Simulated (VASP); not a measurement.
# C (Fmmm) in VASP: relaxation of shape and atoms at fixed volume with PBE+D3(BJ)

Aim: the relaxation of shape and atoms at fixed volume of C with PBE+D3(BJ).

All numbers are computed with VASP 6.6.1; they aren't measurements. Logs are shortened: lines on timing, memory, paths and dates and some standing lists are left out, and cuts for length are marked.

## 1. The cell of the first run

Symmetry: Fmmm, No. 69, orthorhombic system. Conventional cell: a = 2.438 Å, b = 4.219 Å, c = 6.525 Å, α = 90.00°, β = 90.00°, γ = 90.00°. Within 1.9 Å of C (site symmetry m2m) lie 3 C at 1.41 Å.

## 2. Relaxation of shape and atoms at fixed volume, PBE+D3(BJ) (8.39 Å³/atom)

Input file INCAR:

```
SYSTEM = C
PREC = Accurate ; ENCUT = 600
EDIFF = 1E-6 ; ISMEAR = 0
SIGMA = 0.02 ; LREAL = .FALSE.
LASPH = .TRUE. ; NELM = 100
ALGO = Normal ; ISIF = 4
LWAVE = .FALSE. ; LCHARG = .FALSE.
GGA = PE ; IVDW = 12
IBRION = 2 ; NSW = 50
EDIFFG = -0.01
```

Input file KPOINTS:

```
Automatic mesh
0
G
  18 18 18
  0 0 0
```

Input file POSCAR:

```
C
1.0
    0.0000000000      2.1096627359      3.2626584400
    1.2188293826      0.0000000000      3.2626584400
    1.2188293826      2.1096627359      0.0000000000
C
2
Direct
    0.1666980381      0.8333019619      0.1666980381
    0.8333019619      0.1666980381      0.8333019619
```

Potentials or basis: VASP PAW PBE potentials, release 64 (C).

Started as:

```bash
$ cat potpaw_PBE.64/C/POTCAR > POTCAR
$ mpirun -np 1 vasp_std > vasp.out
```

OUTCAR:

```text
SYSTEM = C
   PREC = Accurate
   ENCUT = 600
   EDIFF = 1E-6
   ISMEAR = 0
   LREAL = .FALSE.
   LASPH = .TRUE.
   NELM = 100
   ISIF = 4
   GGA = PE
   IVDW = 12
   IBRION = 2
   NSW = 50
   EDIFFG = -0.01
 IVDW          = 12

 ion  position               nearest neighbor table
   1  0.167  0.833  0.167-   2 1.41   2 1.41   2 1.41
   2  0.833  0.167  0.833-   1 1.41   1 1.41   1 1.41

  LATTYP: Found a face centered orthorhombic cell.
 ALAT       =     2.4376587652
 B/A-ratio  =     1.7308925810
 C/A-ratio  =     2.6768787220

  Lattice vectors:

 A1 = (   0.0000000000,   2.1096627359,   3.2626584400)
 A2 = (   1.2188293826,   0.0000000000,   3.2626584400)
 A3 = (   1.2188293826,   2.1096627359,   0.0000000000)

Analysis of symmetry for initial positions (statically):
=====================================================================
 Subroutine PRICEL returns:
 Original cell was already a primitive cell.

 Routine SETGRP: Setting up the symmetry group for a
 face centered orthorhombic supercell.

 Subroutine GETGRP returns: Found  8 space group operations
 (whereof  8 operations were pure point group operations)
 out of a pool of  8 trial point group operations.

The static configuration has the point symmetry D_2h.

Analysis of symmetry for dynamics (positions and initial velocities):
=====================================================================
 Subroutine PRICEL returns:
 Original cell was already a primitive cell.

 Routine SETGRP: Setting up the symmetry group for a
 face centered orthorhombic supercell.

 Subroutine GETGRP returns: Found  8 space group operations
 (whereof  8 operations were pure point group operations)
 out of a pool of  8 trial point group operations.

The dynamic configuration has the point symmetry D_2h.

 Subroutine INISYM returns: Found  8 space group operations
 (whereof  8 operations are pure point group operations),
 and found     1 'primitive' translations

----------------------------------------------------------------------------------------

                                     Primitive cell

  volume of cell :      16.7787

  direct lattice vectors                    reciprocal lattice vectors
     0.000000000  2.109662736  3.262658440    -0.410229690  0.237004708  0.153249263
     1.218829383  0.000000000  3.262658440     0.410229690 -0.237004708  0.153249263
     1.218829383  2.109662736  0.000000000     0.410229690  0.237004708 -0.153249263

  length of vectors
     3.885307833  3.482884603  2.436436316     0.497940726  0.497940726  0.497940726

  position of ions in fractional coordinates (direct lattice)
     0.166698038  0.833301962  0.166698038
     0.833301962  0.166698038  0.833301962

  ion indices of the primitive-cell ions
   primitive index   ion index
                 1           1
                 2           2

----------------------------------------------------------------------------------------

 KPOINTS: Automatic mesh

Automatic generation of k-mesh.
 Grid dimensions read from file:
 generate k-points for:   18   18   18

 Generating k-lattice:

  Cartesian coordinates                     Fractional coordinates (reciprocal lattice)
    -0.022790538  0.013166928  0.008513848     0.055555556  0.000000000  0.000000000
     0.022790538 -0.013166928  0.008513848     0.000000000  0.055555556  0.000000000
     0.022790538  0.013166928 -0.008513848     0.000000000  0.000000000  0.055555556

  Length of vectors
     0.027663374  0.027663374  0.027663374

  Shift w.r.t. Gamma in fractional coordinates (k-lattice)
     0.000000000  0.000000000  0.000000000

 Subroutine IBZKPT returns following result:
 ===========================================

 Found    865 irreducible k-points:

 Following reciprocal coordinates:
            Coordinates               Weight
  0.000000  0.000000  0.000000      1.000000
  0.055556 -0.000000 -0.000000      8.000000
  0.111111 -0.000000 -0.000000      8.000000
  0.166667 -0.000000 -0.000000      8.000000
  0.222222 -0.000000 -0.000000      8.000000
  0.277778  0.000000  0.000000      8.000000
[... 16 lines left out ...]
 -0.277778  0.055556  0.000000      8.000000
 -0.222222  0.055556  0.000000      8.000000
 [... further k-points ...]
   k-points           NKPTS =    865   k-points in BZ     NKDIM =    865   number of bands    NBANDS=      8
   number of dos      NEDOS =    301   number of ions     NIONS =      2
   total plane-waves  NPLWV =  17920
   dimension x,y,z NGX =    32 NGY =   28 NGZ =   20
   dimension x,y,z NGXF=    64 NGYF=   56 NGZF=   40
   ions per type =               2
   NGX,Y,Z   is equivalent  to a cutoff of  13.69, 13.37, 13.65 a.u.
   NGXF,Y,Z  is equivalent  to a cutoff of  27.38, 26.73, 27.29 a.u.
 SYSTEM =  C
   PREC   = accura    normal or accurate (medium, high low for compatibility)
   ISTART =      0    job   : 0-new  1-cont  2-samecut
   ICHARG =      2    charge: 1-file 2-atom 10-const
   ISPIN  =      1    spin polarized calculation?
   LNONCOLLINEAR =      F non collinear calculations
   LSORBIT =      F    spin-orbit coupling
   LASPH  =      T    aspherical Exc in radial PAW
   ENCUT  =  600.0 eV  44.10 Ry    6.64 a.u.   7.76  6.96  4.87*2*pi/ulx,y,z
   NELM   =    100;   NELMIN=  2; NELMDL= -5     # of ELM steps
   EDIFF  = 0.1E-05   stopping-criterion for ELM
   LREAL  =      F    real-space projection
   EDIFFG = -.1E-01   stopping-criterion for IOM
   NSW    =     50    number of steps for IOM
   IBRION =      2    ionic relax: 0-MD 1-quasi-New 2-CG
   NFREE  =      1    steps in history (QN), initial steepest desc. (CG)
   ISIF   =      4    stress and relaxation
   ISYM   =      2    0-nonsym 1-usesym 2-fastsym
   POTIM  = 0.5000    time-step for ionic-motion
   TEBEG  =    0.0;   TEEND  =   0.0 temperature during run
   PSTRESS=    0.0 pullay stress
   NELECT =       8.0000    total number of electrons
   NUPDOWN=      -1.0000    fix difference up-down
   EMIN   =  10.00;   EMAX   =-10.00  energy-range for DOS
   EFERMI =   0.00;   METHOD = LEGACY
   ISMEAR =     0;   SIGMA  =   0.02  broadening in eV -4-tet -1-fermi 0-gaus
   EFERMI_NEDOS =   21; number of points for ismear=-14 and -15
   IALGO  =     38    algorithm
   IMIX   =      4    mixing-type and parameters
     AMIX     =   0.40;   BMIX     =  1.00
     AMIX_MAG =   1.60;   BMIX_MAG =  1.00
  volume/ion in A,a.u.               =       8.39        56.61
  Fermi-wavevector in a.u.,A,eV,Ry     =   1.278946  2.416858 22.255099  1.635704
  Thomas-Fermi vector in A             =   2.411460
   LORBIT       =      0    0 simple, 1 ext, 2 COOP (PROOUT), +10 PAW based schemes
   GGA     = PE    functional components
   LHFCALC =     F    Hartree Fock is set to
   AEXX    =    0.0000 exact exchange contribution
   IVDW    =    12    specifies the selected vdW correction
   LEPSILON=     F    determine dielectric tensor
   LRPA    =     F    only Hartree local field effects (RPA)
 conjugate gradient relaxation of ions
 non-spin polarized calculation
 Gauss-broadening in eV      SIGMA  =   0.02
  energy-cutoff  :      600.00
  volume of cell :       16.78
 maximum number of plane-waves:       579
   NGX = 15   NGY = 13   NGZ =  9

--------------------------------------- Ionic step        1  -------------------------------------------

 number of electron       8.0000000 magnetization

 Free energy of the ion-electron system (eV)
  ---------------------------------------------------
  ext. energy  EPLUGINS =         0.00000000
  ---------------------------------------------------
  free energy    TOTEN  =       -18.38920435 eV

  energy without entropy =      -18.38920426  energy(sigma->0) =      -18.38920431

------------------------ aborting loop because EDIFF is reached ----------------------------------------

 Edisp (eV)   -0.32288

 E8    (eV) :    -0.0918

  FORCE on cell =-STRESS in cart. coord.  units (eV):
  Direction    XX          YY          ZZ          XY          YZ          ZX
  --------------------------------------------------------------------------------------
  -------------------------------------------------------------------------------------
  Total       1.72885     1.72617     0.14869     0.00000     0.00000     0.00000
  in kB     165.08649   164.82967    14.19861     0.00000     0.00000     0.00000
  external pressure =      114.70 kB  Pullay stress =        0.00 kB
[... 61 lines left out ...]
  energy  without entropy=      -18.7255086082  energy(sigma->0) =      -18.72550891

--------------------------------------- Ionic step        3  -------------------------------------------

 number of electron       8.0000000 magnetization

 Free energy of the ion-electron system (eV)
  ---------------------------------------------------
  ext. energy  EPLUGINS =         0.00000000
  ---------------------------------------------------
  free energy    TOTEN  =       -18.39655241 eV

  energy without entropy =      -18.39655238  energy(sigma->0) =      -18.39655240

 E-fermi :   5.1367     XC(G=0): -10.6577

 val. band max:        5.0849993084   @ k =  -0.2778   0.0556   0.3333
 cond. band min:       5.1871652888   @ k =  -0.2222   0.1111   0.3333
 fundamental gap:      0.1021659804
 Fermi energy:         5.1366618560

 k-point     1 :       0.0000    0.0000    0.0000
  band No.  band energies     occupation
      1     -14.6160      2.00000
      2      -1.1494      2.00000
      3       2.1402      2.00000
      4       2.1675      2.00000
      5       9.8437      0.00000
      6      13.5060      0.00000
      7      13.6082      0.00000
      8      16.5682      0.00000
[... 243 lines left out ...]
 k-point    24 :      -0.2222    0.0556    0.0000
  band No.  band energies     occupation
      1     -12.7572      2.00000
      2      -2.9311      2.00000
      3      -0.1459      2.00000
      4       0.6582      2.00000
      5      11.2080      0.00000
      6      12.3553      0.00000
      7      13.2857      0.00000
      8      19.5879      0.00000

 [... further k-points ...]

------------------------ aborting loop because EDIFF is reached ----------------------------------------

 Edisp (eV)   -0.33061

 E8    (eV) :    -0.0943

  FORCE on cell =-STRESS in cart. coord.  units (eV):
  Direction    XX          YY          ZZ          XY          YZ          ZX
  --------------------------------------------------------------------------------------
  -------------------------------------------------------------------------------------
  Total       0.27884     0.26090     0.26845     0.00000     0.00000     0.00000
  in kB      26.62567    24.91312    25.63433     0.00000     0.00000     0.00000
  external pressure =       25.72 kB  Pullay stress =        0.00 kB
[... 17 lines left out ...]
  FREE ENERGIE OF THE ION-ELECTRON SYSTEM (eV)
  ---------------------------------------------------
  free  energy   TOTEN  =       -18.7271611121 eV

  energy  without entropy=      -18.7271610851  energy(sigma->0) =      -18.72716110

 reached required accuracy - stopping structural energy minimisation
```

Wall time 2.7 min (1 thread of Intel Xeon Platinum 8259CL at 2.50GHz (Skylake/Cascade Lake), shared host); peak memory 0.25 GiB.

Results:

- Free energy: -18.7272 eV
- Energy gained by relaxing: 7.5 meV/atom
- Ionic steps: 3
- Pressure after relaxing: 2.6 GPa
- Dispersion energy per atom: -0.165 eV

Forces on the atoms (eV/Å):
```
C    0.000 -0.003  0.000
C    0.000  0.003  0.000
```

Stress tensor (GPa, compression positive):
```
2.66 0.00 0.00
0.00 2.49 0.00
0.00 0.00 2.56
```

Step by step:
```tsv
step	energy change (eV)	largest force (eV/Å)	pressure (GPa)	volume (Å³)
1	0.0000	0.0011	11.47	16.78
2	-0.0134	0.0040	-0.24	16.78
3	-0.0151	0.0027	2.57	16.78
```

Final structure:
```xyz
2
Lattice="0.0000 2.1300 3.2006 1.2306 0.0000 3.2006 1.2306 2.1300 0.0000" Properties=species:S:1:pos:R:3 pbc="T T T"
C     1.2306    0.7102    3.2006
C     1.2306    3.5497    3.2006
```
